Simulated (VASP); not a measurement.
Runs of VASP 6.6.1 on ScIr2. The structure is that of space group Fd-3m (No. 227), or close to it. The cells are those of the table. 

| cell | gap on the mesh (eV) | pressure (GPa) |
| --- | --- | --- |
| a = 5.149 Å, angles 60.0°, 6 atoms | none | (b) |
| a = 5.287 Å, angles 60.0°, 6 atoms | none | -16.0 |
| a = 5.242 Å, angles 60.0°, 6 atoms | none | -11.2 |
| a = 5.102 Å, angles 60.0°, 6 atoms | none | (a) |
| a = 5.196 Å, angles 60.0°, 6 atoms | none | -5.7 |

Alike in all rows: task single point; level LDA; potentials or basis VASP PAW LDA potentials, release 64 (Sc_sv, Ir); no spin polarisation; k mesh 6 × 6 × 6; cutoff (eV) 520; smearing gaussian 0.1 eV.

Q: Fill in the values left out.

A: (a) 8.3; (b) 0.7.

Caveats: spin-orbit coupling is left out, which moves the levels of the heavy elements; the cell stands under tension (at least some runs); the cell stands under pressure (at least some runs).

A k mesh can miss the band edges, and the runs leave out spin-orbit coupling on Ir.

A gap of «none» marks levels without a gap at the run's occupations.
